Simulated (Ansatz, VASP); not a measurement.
SnO: VASP beside Ansatz

Contents of INCAR:

```
PREC     = Accurate       # precision mode
ENCUT    = 520            # plane-wave cutoff, eV
EDIFF    = 1E-6           # SCF threshold, eV
ISMEAR   = 0              # smearing method
SIGMA    = 0.05           # smearing width, eV
LREAL    = False          # projectors in reciprocal space
LASPH    = True           # aspherical terms in the spheres
NELM     = 100            # most SCF steps
ALGO     = Normal         # electronic algorithm
ISIF     = 2              # what is computed and relaxed
LWAVE    = False          # write WAVECAR
LCHARG   = False          # write CHGCAR
GGA      = PE             # functional
IVDW     = 12             # dispersion correction
NBANDS   = 28             # bands
```

KPOINTS

```
Automatic mesh
0
Gamma
  10 6 8
```

POSCAR

```
SnO
1.0
    3.0026879345      0.0000000000      0.0000000000
    0.0000000000      5.7950230506      0.0000000000
    0.0000000000      0.0000000000      3.9623816734
Sn O
2 2
Direct
    0.0000000000      0.2345104856      0.5269946555
    0.5000000000      0.7654895144      0.0269946555
    0.0000000000      0.8836051479      0.7230063445
    0.5000000000      0.1163948521      0.2230063445
```

Input for Ansatz:

```yaml
crystal:
  lattice:
    - [3.0026879345, 0.0, 0.0]
    - [0.0, 5.7950230506, 0.0]
    - [0.0, 0.0, 3.9623816734]
  atoms:
    - { symbol: Sn, position: [0.0, 0.2345104856, 0.5269946555] }
    - { symbol: Sn, position: [0.5, 0.7654895144, 0.0269946555] }
    - { symbol: O, position: [0.0, 0.8836051479, 0.7230063445] }
    - { symbol: O, position: [0.5, 0.1163948521, 0.2230063445] }
basis:
  ecutwfc: 520.0
kpoints:
  mp_grid: { grid: [10, 6, 8] }
hamiltonian:
  xc: pbe
  dispersion: d3bj
scf:
  occupations: { method: gaussian, width: 0.05 }
output:
  forces: true
  stress: true
  eigenvalues: true
```

Change from the starting cell: volume 17.237 Å^3 an atom, stretch along a over the lengths across it, relative to the relaxed cell 0.8857.

Alike in both runs: task single point; functional PBE; dispersion D3(BJ); k mesh 10 × 6 × 8; occupations gaussian, width 0.05 eV; no spin polarisation.

|  | VASP | Ansatz |
| --- | --- | --- |
| version | VASP 6.6.1 | Ansatz 0.2.0 |
| potentials or method | VASP PAW PBE potentials, release 64 (Sn_d, O), cutoff 520 eV | scalar-relativistic, plane waves, PAW |
| valence electrons in the cell | 40 | 40 |

|  | VASP | Ansatz | Ansatz less VASP |
| --- | --- | --- | --- |
| gap on the k mesh at the Fermi level (eV) | 1.27 | 1.28 | +0.013 |
| least direct gap on the mesh (eV) | 1.41 | 1.43 | +0.014 |
| pressure (GPa) | 11.7 | 11.3 | -0.32 |
| traceless stress, the component that is largest in VASP (GPa) | 11.76 | 11.69 | -0.070 |
| rms of the force components (eV/Å) | 0.752 | 0.707 | -0.0452 |

Atom by atom the forces differ by 0.047 eV/Å (rms over components).
